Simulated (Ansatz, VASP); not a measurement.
One calculation of LiCl, two programs

```
CELL_PARAMETERS angstrom
0.00431 -0.00417 3.96413
6.63488 0.00033 0.00742
0.00013 6.65145 -0.00699
ATOMIC_POSITIONS crystal
Li 0.99900 0.67034 0.67174
Li 0.50138 0.82938 0.17125
Li 0.00015 0.32967 0.32845
Li 0.49951 0.17029 0.82880
Cl 0.49914 0.80822 0.81059
Cl 0.00169 0.69189 0.31063
Cl 0.50026 0.19189 0.18920
Cl 0.99886 0.30832 0.68936
```

Change from the starting cell: cell x1, atoms moved at random (sigma 0.05 Å) and cell strained at random (1.5 %), then relaxed without symmetry.

Alike in both runs: functional PBE; k mesh 4 × 2 × 2; occupations gaussian, width 0.1 eV; no spin polarisation.

Ansatz relaxed the structure, and its values are those at the end. VASP's run is a single point on that final structure, the one shown.

```csv
,VASP,Ansatz
version,VASP 6.6.1,Ansatz 0.2.0
potentials or method,"VASP PAW PBE potentials, release 64 (Li_sv, Cl), cutoff 520 eV","scalar-relativistic, plane waves, PAW"
valence electrons in the cell,40,40
```

```csv
,VASP,Ansatz,Ansatz less VASP
gap on the k mesh at the Fermi level (eV),5.90,5.90,-0.006
least direct gap on the mesh (eV),5.90,5.90,-0.006
rms of the force components (eV/Å),0.004,0.004,+0.0005
```

With one functional, cell and mesh, what is left measures potentials, basis and numerics.

The k mesh is coarse, so the values compare programs but aren't converged. Noted on VASP's run: the cutoff is short for stress, so the pressure is rough.
